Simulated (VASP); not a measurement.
Write the native input for VASP 6.6.1 that does the following.

- Task: single point
- Functional: PBE
- Potentials or basis: VASP PAW PBE potentials, release 64 (Mn_pv, Ga_d, As)
- Cutoff: 520 eV
- k mesh: 1 × 1 × 1
- Occupations: fermi-dirac, width 0.1 eV
- Spin: collinear spin, antiferromagnetic start
- Starting moments: [3.6, -3.6, 0.0, 0.0, 0.0, 0.0, 0.0, 0.0, 0.0, 0.0, 0.0, 0.0, 0.0, 0.0, 0.0, 0.0] μB
- Dipole correction: no
- Further INCAR settings: LREAL = Auto; ALGO = Normal; EDIFF = 1e-06; NBANDS = 90; ISYM = 0

The structure of MnGa3As4 lies in POSCAR:

```
MnGa3As4
1.0
   11.3200000000      0.0000000000      0.0000000000
    0.0000000000      5.6600000000      0.0000000000
    0.0000000000      0.0000000000      5.6600000000
Mn Ga As
2 6 8
Direct
    0.0001067000      0.0093380000      0.0080409000
    0.5021918000      0.4903018000      0.4991735000
    0.0016570000      0.5030702000      0.4854438000
    0.2501918000      0.0123285000      0.5080789000
    0.2441515000      0.5032460000      0.0002490000
    0.4957531000      0.0021346000      0.9992459000
    0.7478519000      0.9994119000      0.5002890000
    0.7533028000      0.4973794000      0.9934753000
    0.1289719000      0.2468124000      0.2633515000
    0.1261073000      0.7491471000      0.7453624000
    0.3709513000      0.2506224000      0.7472603000
    0.3752600000      0.7538657000      0.2598983000
    0.6261096000      0.2390176000      0.2675485000
    0.6293383000      0.7473862000      0.7476190000
    0.8737004000      0.2429498000      0.7449165000
    0.8727849000      0.7683002000      0.2513953000
```

These files were run (other wordings do the same):

INCAR

```
SYSTEM = MnGa3As4
PREC = Accurate ; ENCUT = 520
EDIFF = 1E-6 ; ISMEAR = -1
SIGMA = 0.1 ; LREAL = Auto
LASPH = .TRUE. ; NELM = 150
ALGO = Normal ; ISIF = 2
LWAVE = .FALSE. ; LCHARG = .FALSE.
ISPIN = 2 ; MAGMOM = 3.6 -3.6 0 0 0 0 0 0 0 0 0 0 0 0 0 0
LORBIT = 11 ; LMAXMIX = 4
GGA = PE ; NBANDS = 90
ISYM = 0
```

KPOINTS

```
regular mesh
0
G
  1 1 1
  0 0 0
```

Potentials or basis: VASP PAW PBE potentials, release 64 (Mn_pv, Ga_d, As).

The run is started by

```bash
$ cat potpaw_PBE.64/Mn_pv/POTCAR potpaw_PBE.64/Ga_d/POTCAR potpaw_PBE.64/As/POTCAR > POTCAR
$ mpirun -np 1 vasp_gam > vasp.out
```

It gave:

The pressure is 1.1 GPa. The largest force is 1.878 eV/Å. The net moment is -1.04 μB per cell. The site moments are Mn +1.73, -2.59; Ga -0.02, -0.01, +0.03 (each value once); As -0.05, -0.06, +0.05, +0.06 (each value once) μB and the valence electrons inside the program's atomic spheres are Mn 11.60, 11.59; Ga 11.67, 11.74, 11.66, 11.65, 11.77, 11.64; As 2.85, 2.81, 2.83, 2.80, 2.82 (each value once).

Caveat: the k points lie up to 1.11 Å⁻¹ apart; forces of over 1 eV/Å act on the atoms, so gaps and moduli don't describe the material at rest.

Wall time 6.2 min on 1 thread of Intel(R) Xeon(R) Platinum 8488C (Sapphire Rapids), with other jobs on the host, peak memory 0.51 GiB.
